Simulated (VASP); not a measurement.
Here is a VASP 6.6.1 calculation.

Contents of INCAR:

```
SYSTEM = PtSe2
PREC = Accurate
ENCUT = 600
EDIFF = 1E-7
ISMEAR = -1
SIGMA = 0.05
LREAL = .False.
LASPH = .True.
NELM = 80
ALGO = Normal
ISIF = 3
LWAVE = .False.
LCHARG = .False.
GGA = PS
IBRION = 2
NSW = 80
EDIFFG = -0.005
```

File KPOINTS:

```
Automatic mesh
0
Gamma
  8 8 5
  0 0 0
```

POSCAR

```
PtSe2
1.0
    3.7240000000      0.0000000000      0.0000000000
   -1.8620000000      3.2250786037      0.0000000000
    0.0000000000      0.0000000000      5.0620000000
Pt Se
1 2
Direct
    0.0000000000      0.0000000000      0.0000000000
    0.6666666667      0.3333333333      0.7500000000
    0.3333333333      0.6666666667      0.2500000000
```

Potentials or basis: VASP PAW PBE potentials, release 64 (Pt, Se).

Command:

```sh
$ cat potpaw_PBE.64/Pt/POTCAR potpaw_PBE.64/Se/POTCAR > POTCAR
$ mpirun -np 1 vasp_std > vasp.out
```

(1) Estimate the relaxed cell.

(2) Predict the band gap on the k mesh.

Answers

(1) a = 3.758 Å, b = 3.758 Å, c = 4.848 Å, α = 90.00°, β = 90.00°, γ = 120.00°.

(2) zero (bands 11 and 12 overlap by 0.79 eV).

Caveat: spin-orbit coupling is left out, which moves the levels of the heavy elements.
